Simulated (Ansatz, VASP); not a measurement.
# Os: VASP beside Ansatz

```xyz
2
Lattice="2.7341 0.0000 0.0000 -1.3671 2.3678 0.0000 0.0000 0.0000 4.3197" Properties=species:S:1:pos:R:3 pbc="T T T"
Os    1.3671    0.7893    3.2398
Os    0.0000    1.5785    1.0799
```

Alike in both runs: task relaxation of cell and atoms; functional PBE; dispersion D4; k mesh 11 × 11 × 6; occupations fermi-dirac, width 0.05 eV; no spin polarisation.

|  | VASP | Ansatz |
| --- | --- | --- |
| version | VASP 6.6.1 | Ansatz 0.2.0 |
| potentials or method | VASP PAW PBE potentials, release 64 (Os), cutoff 600 eV | all-electron LAPW, scalar-relativistic |

```tsv
	VASP	Ansatz	Ansatz less VASP
relaxed volume (Å³/atom)	14.03	14.03	-0.005
relaxed cell length with the largest relative difference (Å)	2.737	2.737	-0.0006
```

Ansatz ran all-electron here, and VASP with PAW potentials.

Spin-orbit coupling is off throughout.
